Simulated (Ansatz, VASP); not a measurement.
# Two plane-wave programs on Al4Cu

Contents of INCAR:

```
SYSTEM = Al4Cu
PREC     = Accurate       ! precision mode
ENCUT    = 520            ! plane-wave cutoff, eV
EDIFF    = 1E-6           ! SCF threshold, eV
ISMEAR   = 0              ! smearing method
SIGMA    = 0.1            ! smearing width, eV
LREAL    = .FALSE.        ! projectors in reciprocal space
LASPH    = .TRUE.         ! aspherical terms in the spheres
NELM     = 100            ! most SCF steps
ALGO     = Normal         ! electronic algorithm
ISIF     = 2              ! what is computed and relaxed
LWAVE    = .FALSE.        ! write WAVECAR
LCHARG   = .FALSE.        ! write CHGCAR
GGA      = PE             ! functional
NBANDS   = 20             ! bands
```

Contents of KPOINTS:

```
regular mesh
0
G
  6 6 6
  0 0 0
```

Contents of POSCAR:

```
Al4Cu
1.0
   -3.0985113200      3.0985113200      1.9596706300
    3.0985113200     -3.0985113200      1.9596706300
    3.0985113200      3.0985113200     -1.9596706300
Al Cu
4 1
Direct
    0.6000000000      0.8000000000      0.4000000000
    0.2000000000      0.6000000000      0.8000000000
    0.8000000000      0.4000000000      0.2000000000
    0.4000000000      0.2000000000      0.6000000000
    0.0000000000      0.0000000000      0.0000000000
```

Input for Ansatz:

```yaml
crystal:
  lattice:
    - [-3.09851132, 3.09851132, 1.95967063]
    - [3.09851132, -3.09851132, 1.95967063]
    - [3.09851132, 3.09851132, -1.95967063]
  atoms:
    - { symbol: Al, position: [0.6, 0.8, 0.4] }
    - { symbol: Al, position: [0.2, 0.6, 0.8] }
    - { symbol: Al, position: [0.8, 0.4, 0.2] }
    - { symbol: Al, position: [0.4, 0.2, 0.6] }
    - { symbol: Cu, position: [0.0, 0.0, 0.0] }
basis:
  ecutwfc: 420
kpoints:
  mp_grid: { grid: [6, 6, 6] }
hamiltonian:
  xc: pbe
scf:
  occupations: { method: gaussian, width: 0.1 }
  lower_state_search: "off"
output:
  forces: true
  stress: true
  eigenvalues: true
```

Alike in both runs: task single point; functional PBE; k mesh 6 × 6 × 6; occupations gaussian, width 0.1 eV; no spin polarisation.

|  | VASP | Ansatz |
| --- | --- | --- |
| version | VASP 6.6.1 | Ansatz 0.2.0 |
| potentials or method | VASP PAW PBE potentials, release 64 (Al, Cu), cutoff 520 eV | scalar-relativistic, plane waves, PAW |
| valence electrons in the cell | 23 | 31 |

|  | VASP | Ansatz | Ansatz less VASP |
| --- | --- | --- | --- |
| gap on the k mesh at the Fermi level (eV) | none | none | - |
| pressure (GPa) | 2.5 | 2.4 | -0.12 |
| traceless stress, the component that is largest in VASP (GPa) | 2.69 | 2.71 | +0.021 |
| rms of the force components (eV/Å) | 0.143 | 0.146 | +0.0031 |

Atom by atom the forces differ by 0.003 eV/Å (rms over components). A gap of «none» marks a metal or a gap that the smearing closes. With one functional, cell and mesh, what is left measures potentials, basis and numerics. VASP's potentials hold 23 valence electrons a cell and Ansatz's 31, so a difference there can come from the potentials and not from the codes.
